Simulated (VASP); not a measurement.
Input of a VASP 6.6.1 run:

File POSCAR:

```
Sc
1.0
    3.3250627695      0.0000000000      0.0000000000
   -1.6625313848      2.8795888276      0.0000000000
    0.0000000000      0.0000000000      5.1811125675
Sc
2
Direct
    0.3333333333      0.6666666667      0.2500000000
    0.6666666667      0.3333333333      0.7500000000
```

File INCAR.step1:

```
SYSTEM = Sc
PREC = Accurate
ENCUT = 520
ISMEAR = 1
SIGMA = 0.05
LREAL = .False.
LASPH = .True.
NELM = 100
NBANDS = 18
GGA = PE
ALGO = Normal
EDIFF = 1E-4
LWAVE = .True.
LCHARG = .False.
```

The input INCAR.step2:

```
SYSTEM = Sc
PREC = Accurate
ENCUT = 520
EDIFF = 1E-7
ISMEAR = 1
SIGMA = 0.05
LREAL = .False.
LASPH = .True.
NELM = 100
ALGO = Normal
ISIF = 2
LWAVE = .False.
LCHARG = .False.
METAGGA = R2SCAN
LMIXTAU = .True.
NBANDS = 18
ISTART = 1
```

The input KPOINTS:

```
Automatic mesh
0
Gamma
  8 8 4
  0 0 0
```

Potentials or basis: VASP PAW PBE potentials, release 64 (Sc_sv).

Launch:

```sh
$ cat potpaw_PBE.64/Sc_sv/POTCAR > POTCAR
$ cp INCAR.step1 INCAR
$ mpirun -np 1 vasp_std > vasp.out
$ cp INCAR.step2 INCAR
$ mpirun -np 1 vasp_std > vasp.out
```

Problem. Predict the band gap on the k mesh.

Solution. Zero (bands 11 and 12 overlap by 1.57 eV).

Problem. What does it give for the pressure?

Solution. 0.2 GPa.

Stress tensor (GPa, compression positive):
```
0.22 0.00 0.00
0.00 0.22 0.00
0.00 0.00 0.13
```

Caveat: the PAW data sets were made with another functional, which shifts forces and pressure a little.
